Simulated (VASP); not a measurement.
Crystal: KLiF2.

```
Li K F
1.0
     1.62230    0.93664    5.64890
    -1.62230    0.93664    5.64890
     0.00000   -1.87328    5.64890
Li K F
1 1 2
Cartesian
  1.6223 0.9366 5.6489
  0.0000 0.0000 8.4733
  0.0000 0.0000 4.5578
  0.0000 0.0000 12.3889
```

Base run:

```yaml
Program: VASP 6.6.1
Functional: r2SCAN
Potentials_or_basis: VASP PAW PBE potentials, release 64 (Li_sv, K_sv, F)
Cutoff: 520 eV
k_mesh: 10 × 10 × 10
Occupations: gaussian, width 0.01 eV
Spin: no spin polarisation
```

Its results: band gap on the k mesh 7.47 eV; largest force 0.052 eV/Å.

**Question.** The run is repeated on the same cell with these changes: functional from r2SCAN to PBE; k mesh from 10 × 10 × 10 to 6 × 6 × 6. What comes out?

**Answer.** Band gap on the k mesh 6.68 eV; largest force 0.031 eV/Å.

Several settings changed at once.

Caveats: the PAW data sets were made with another functional, which shifts forces and pressure a little (at least some runs).

A k mesh can miss the band edges.
